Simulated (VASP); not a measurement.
# WC in VASP: single point with PBE

Aim: the single point of WC with PBE.

Program: VASP 6.6.1. These are calculated values, not measurements. Logs are shortened: lines on timing, memory, paths and dates and some standing lists are left out, and cuts for length are marked.

### Step 1. The cell of the first run

The cell holds a disordered packing, 4 atoms: a = 3.627 Å, b = 3.419 Å, c = 3.945 Å, α = 110.88°, β = 73.00°, γ = 84.10°.

### Step 2. Single point, PBE, collinear spin

Input file POSCAR:

```
WC
1.0
    3.5059070000      0.6319880000      0.6818770000
   -0.1204590000      3.3590470000     -0.6256280000
    0.5713720000     -0.6950860000      3.8414900000
W C
2 2
Direct
    0.3200910000      0.0068390000      0.2328000000
    0.9262340000      0.3987580000      0.9758620000
    0.7039330000      0.1757020000      0.5300630000
    0.1016390000      0.6798860000      0.5796330000
```

Input file INCAR.step1:

```
SYSTEM = WC
  ALGO = Normal
  EDIFF = 1E-6
  ENCUT = 520
  GGA = PE
  ISIF = 2
  ISMEAR = -1
  ISPIN = 2
  LASPH = .TRUE.
  LCHARG = .TRUE.
  LMAXMIX = 4
  LREAL = .FALSE.
  LWAVE = .FALSE.
  MAGMOM = 1 1 0 0
  NBANDS = 30
  NELM = 150
  PREC = Accurate
  SIGMA = 0.1
```

Input file KPOINTS.step1:

```
Automatic mesh
0
Gamma
  5 6 5
  0 0 0.5
```

Input file INCAR.step2:

```
SYSTEM = WC
  ALGO = Normal
  EDIFF = 1E-6
  ENCUT = 520
  GGA = PE
  ICHARG = 11
  ISIF = 2
  ISMEAR = -5
  ISPIN = 2
  LASPH = .TRUE.
  LCHARG = .FALSE.
  LMAXMIX = 4
  LORBIT = 11
  LREAL = .FALSE.
  LWAVE = .FALSE.
  MAGMOM = 1 1 0 0
  NEDOS = 2001
  NELM = 150
  PREC = Accurate
  SIGMA = 0.1
```

Input file KPOINTS.step2:

```
k-points
0
G
  8 9 8
  0 0 0
```

Potentials or basis: VASP PAW PBE potentials, release 64 (W_sv, C).

On the command line:

```
$ cat potpaw_PBE.64/W_sv/POTCAR potpaw_PBE.64/C/POTCAR > POTCAR
$ cp INCAR.step1 INCAR
$ cp KPOINTS.step1 KPOINTS
$ mpirun -np 1 vasp_std > vasp.out
$ cp INCAR.step2 INCAR
$ cp KPOINTS.step2 KPOINTS
$ mpirun -np 1 vasp_std > vasp.out
```

OUTCAR:

```text
SYSTEM = WC
   EDIFF = 1E-6
   ENCUT = 520
   GGA = PE
   ICHARG = 11
   ISIF = 2
   ISMEAR = -5
   ISPIN = 2
   LASPH = .TRUE.
   LORBIT = 11
   LREAL = .FALSE.
   NELM = 150
   PREC = Accurate

 ion  position               nearest neighbor table
   1  0.320  0.007  0.233-   3 2.07   4 2.09   3 2.10   4 2.13   2 2.51   2 2.54   2 2.61   2 2.71
                             2 2.82
   2  0.926  0.399  0.976-   3 2.08   4 2.09   4 2.29   1 2.51   3 2.51   4 2.53   1 2.54   1 2.61
                             3 2.62   3 2.71   1 2.71   1 2.82
   3  0.704  0.176  0.530-   1 2.07   2 2.08   1 2.10   2 2.51   2 2.62   2 2.71
   4  0.102  0.680  0.580-   2 2.09   1 2.09   1 2.13   2 2.29   2 2.53

  LATTYP: Found a triclinic cell.
 ALAT       =     3.4189351432
 B/A-ratio  =     1.5308308724
 C/A-ratio  =     1.1540026359
 COS(alpha) =     0.0302028373
 COS(beta)  =     0.3563570368
 COS(gamma) =     0.7244344824

  Lattice vectors:

 A1 = (  -0.1204590000,   3.3590470000,  -0.6256280000)
 A2 = (   3.3854480000,   3.9910350000,   0.0562490000)
 A3 = (  -0.5713720000,   0.6950860000,  -3.8414900000)

Analysis of symmetry for initial positions (statically):
=====================================================================
 Subroutine PRICEL returns:
 Original cell was already a primitive cell.

 Routine SETGRP: Setting up the symmetry group for a
 triclinic supercell.

 Subroutine GETGRP returns: Found  1 space group operations
 (whereof  1 operations were pure point group operations)
 out of a pool of  2 trial point group operations.

The static configuration has the point symmetry C_1 .

Analysis of symmetry for dynamics (positions and initial velocities):
=====================================================================
 Subroutine PRICEL returns:
 Original cell was already a primitive cell.

 Routine SETGRP: Setting up the symmetry group for a
 triclinic supercell.

 Subroutine GETGRP returns: Found  1 space group operations
 (whereof  1 operations were pure point group operations)
 out of a pool of  2 trial point group operations.

The dynamic configuration has the point symmetry C_1 .

Analysis of structural, dynamic, and magnetic symmetry:
=====================================================================
 Subroutine PRICEL returns:
 Original cell was already a primitive cell.

 Routine SETGRP: Setting up the symmetry group for a
 triclinic supercell.

 Subroutine GETGRP returns: Found  1 space group operations
 (whereof  1 operations were pure point group operations)
 out of a pool of  2 trial point group operations.

The overall configuration has the point symmetry C_1 .

 Subroutine INISYM returns: Found  1 space group operations
 (whereof  1 operations are pure point group operations),
 and found     1 'primitive' translations

----------------------------------------------------------------------------------------

                                     Primitive cell

  volume of cell :      42.5297

  direct lattice vectors                    reciprocal lattice vectors
     3.505907000  0.631988000  0.681877000     0.293180828  0.002475348 -0.043158966
    -0.120459000  3.359047000 -0.625628000    -0.068228594  0.307510147  0.065789552
     0.571372000 -0.695086000  3.841490000    -0.063152314  0.049641955  0.278691053

  length of vectors
     3.627085465  3.418935143  3.945460167     0.296350842  0.321785483  0.290036621

  position of ions in fractional coordinates (direct lattice)
     0.320091000  0.006839000  0.232800000
     0.926234000  0.398758000  0.975862000
     0.703933000  0.175702000  0.530063000
     0.101639000  0.679886000  0.579633000

  ion indices of the primitive-cell ions
   primitive index   ion index
                 1           1
                 2           2
                 3           3
                 4           4

----------------------------------------------------------------------------------------

 KPOINTS: k-points

Automatic generation of k-mesh.
 Grid dimensions read from file:
 generate k-points for:    8    9    8

 Generating k-lattice:

  Cartesian coordinates                     Fractional coordinates (reciprocal lattice)
     0.036647603  0.000309419 -0.005394871     0.125000000  0.000000000  0.000000000
    -0.007580955  0.034167794  0.007309950     0.000000000  0.111111111 -0.000000000
    -0.007894039  0.006205244  0.034836382     0.000000000  0.000000000  0.125000000

  Length of vectors
     0.037043855  0.035753943  0.036254578

  Shift w.r.t. Gamma in fractional coordinates (k-lattice)
     0.000000000  0.000000000  0.000000000

 TETIRR: Found   1728 inequivalent tetrahedra from     3456

 Subroutine IBZKPT returns following result:
 ===========================================

 Found    290 irreducible k-points:

 Following reciprocal coordinates:
            Coordinates               Weight
  0.000000  0.000000  0.000000      1.000000
  0.125000  0.000000  0.000000      2.000000
  0.250000  0.000000  0.000000      2.000000
  0.375000  0.000000 -0.000000      2.000000
  0.500000  0.000000  0.000000      1.000000
 -0.000000  0.111111 -0.000000      2.000000
[... 16 lines left out ...]
  0.125000  0.333333  0.000000      2.000000
  0.250000  0.333333 -0.000000      2.000000
 [... further k-points ...]
   k-points           NKPTS =    290   k-points in BZ     NKDIM =    290   number of bands    NBANDS=     23
   number of dos      NEDOS =   2001   number of ions     NIONS =      4
   total plane-waves  NPLWV =  23520
   dimension x,y,z NGX =    28 NGY =   28 NGZ =   30
   dimension x,y,z NGXF=    56 NGYF=   56 NGZF=   60
   ions per type =               2   2
   NGX,Y,Z   is equivalent  to a cutoff of  12.83, 13.62, 12.64 a.u.
   NGXF,Y,Z  is equivalent  to a cutoff of  25.67, 27.23, 25.28 a.u.
 SYSTEM =  WC
   PREC   = accura    normal or accurate (medium, high low for compatibility)
   ISTART =      0    job   : 0-new  1-cont  2-samecut
   ICHARG =     11    charge: 1-file 2-atom 10-const
   ISPIN  =      2    spin polarized calculation?
   LNONCOLLINEAR =      F non collinear calculations
   LSORBIT =      F    spin-orbit coupling
   LASPH  =      T    aspherical Exc in radial PAW
   ENCUT  =  520.0 eV  38.22 Ry    6.18 a.u.   6.74  6.36  7.34*2*pi/ulx,y,z
   NELM   =    150;   NELMIN=  2; NELMDL=  0     # of ELM steps
   EDIFF  = 0.1E-05   stopping-criterion for ELM
   LREAL  =      F    real-space projection
   EDIFFG = 0.1E-04   stopping-criterion for IOM
   NSW    =      0    number of steps for IOM
   IBRION =     -1    ionic relax: 0-MD 1-quasi-New 2-CG
   NFREE  =      0    steps in history (QN), initial steepest desc. (CG)
   ISIF   =      2    stress and relaxation
   ISYM   =      2    0-nonsym 1-usesym 2-fastsym
   POTIM  = 0.5000    time-step for ionic-motion
   TEBEG  =    0.0;   TEEND  =   0.0 temperature during run
   PSTRESS=    0.0 pullay stress
   NELECT =      36.0000    total number of electrons
   NUPDOWN=      -1.0000    fix difference up-down
   EMIN   =  10.00;   EMAX   =-10.00  energy-range for DOS
   EFERMI =   0.00;   METHOD = LEGACY
   ISMEAR =    -5;   SIGMA  =   0.10  broadening in eV -4-tet -1-fermi 0-gaus
   EFERMI_NEDOS =   21; number of points for ismear=-14 and -15
   IALGO  =     38    algorithm
   IMIX   =      4    mixing-type and parameters
     AMIX     =   0.40;   BMIX     =  1.00
     AMIX_MAG =   1.60;   BMIX_MAG =  1.00
  volume/ion in A,a.u.               =      10.63        71.75
  Fermi-wavevector in a.u.,A,eV,Ry     =   1.548621  2.926469 32.629843  2.398226
  Thomas-Fermi vector in A             =   2.653545
   LORBIT       =     11    0 simple, 1 ext, 2 COOP (PROOUT), +10 PAW based schemes
   GGA     = PE    functional components
   LHFCALC =     F    Hartree Fock is set to
   AEXX    =    0.0000 exact exchange contribution
   IVDW    =     0    specifies the selected vdW correction
   LEPSILON=     F    determine dielectric tensor
   LRPA    =     F    only Hartree local field effects (RPA)
 spin polarized calculation
 Fermi weights with tetrahedron method with Bloechl corrections
  energy-cutoff  :      520.00
  volume of cell :       42.53
 maximum number of plane-waves:      1157

 number of electron      35.9999999 magnetization       0.0000011

 Free energy of the ion-electron system (eV)
  ---------------------------------------------------
  ext. energy  EPLUGINS =         0.00000000
  ---------------------------------------------------
  free energy    TOTEN  =       -38.34379150 eV

  energy without entropy =      -38.34379150  energy(sigma->0) =      -38.34379150

 E-fermi :  11.1712     XC(G=0): -13.5857

 val. band max:       11.3540072882   @ k =  -0.2500   0.4444   0.2500
 cond. band min:      11.0116480956   @ k =   0.1250   0.3333   0.2500
 fundamental gap:     -0.3423591925
 Fermi energy:        11.1712268644

 spin component 1

 k-point     1 :       0.0000    0.0000    0.0000
  band No.  band energies     occupation
      1     -62.8254      1.00000
      2     -62.5299      1.00000
      3     -27.7468      1.00000
      4     -27.4856      1.00000
      5     -27.2567      1.00000
      6     -26.8243      1.00000
[... 613 lines left out ...]
     22      14.4488      0.00000
     23      15.6276      0.00000

 [... further k-points ...]

 spin component 2

 k-point     1 :       0.0000    0.0000    0.0000
  band No.  band energies     occupation
      1     -62.8253      1.00000
      2     -62.5298      1.00000
      3     -27.7468      1.00000
      4     -27.4856      1.00000
      5     -27.2566      1.00000
      6     -26.8243      1.00000
[... 613 lines left out ...]
     22      14.4488      0.00000
     23      15.6276      0.00000

 [... further k-points ...]
[... 5 lines left out ...]
  --------------------------------------------------------------------------------------
  -------------------------------------------------------------------------------------
  Total       15.4974056      7.1787961      5.0621726     -2.8174960     -2.0742236      3.0286321
  in kB      583.8182891    270.4396198    190.7021733   -106.1407131    -78.1401557    114.0946331
  external PRESSURE =     348.3200274 kB  Pullay stress =       0.0000000 kB

 VOLUME and BASIS-vectors are now :
 -----------------------------------------------------------------------------
  energy-cutoff  :      520.00
  volume of cell :       42.53
      direct lattice vectors                 reciprocal lattice vectors
     3.505907000  0.631988000  0.681877000     0.293180828  0.002475348 -0.043158966
    -0.120459000  3.359047000 -0.625628000    -0.068228594  0.307510147  0.065789552
     0.571372000 -0.695086000  3.841490000    -0.063152314  0.049641955  0.278691053

 POSITION                                       TOTAL-FORCE (eV/Angst)
 -----------------------------------------------------------------------------------
      1.25440      0.06345      1.10828         1.349606      0.034693      1.487708
      3.75684      1.24651      4.13087        -0.046992     -0.522893     -0.178947
      2.74962      0.66663      2.40630        -1.438086     -0.980598     -1.419838
      0.60562      1.94511      1.87060         0.135473      1.468798      0.111077
 -----------------------------------------------------------------------------------
    total drift:                               -0.008038      0.006035      0.002456

  FREE ENERGIE OF THE ION-ELECTRON SYSTEM (eV)
  ---------------------------------------------------
  free  energy   TOTEN  =       -38.3437914978 eV

  energy  without entropy=      -38.3437914978  energy(sigma->0) =      -38.34379150

 total charge

# of ion       s       p       d       tot
------------------------------------------
    1        2.397   6.397   3.720  12.513
    2        2.391   6.342   3.662  12.396
    3        0.910   1.432   0.000   2.341
    4        0.898   1.448   0.000   2.346
--------------------------------------------------
tot          6.596  15.619   7.382  29.596

 magnetization (x)

# of ion       s       p       d       tot
------------------------------------------
    1        0.000   0.000   0.000   0.000
    2       -0.000  -0.000  -0.000  -0.000
    3        0.000  -0.000   0.000  -0.000
    4        0.000  -0.000   0.000   0.000
--------------------------------------------------
tot          0.000  -0.000  -0.000  -0.000
```

Run time: 13 min. Hardware: 1 thread of AMD EPYC 7R13, shared host; peak memory 0.45 GiB.

Results:

```
Net moment                                            : 0.00 μB per cell
Valence electrons inside the program's atomic spheres : W 12.51, 12.40; C 2.34, 2.35
```

Caveat: the k points lie up to 0.37 Å⁻¹ apart; spin-orbit coupling is left out, which moves the levels of the heavy elements; tetrahedron occupations give inexact forces and stress in metals.
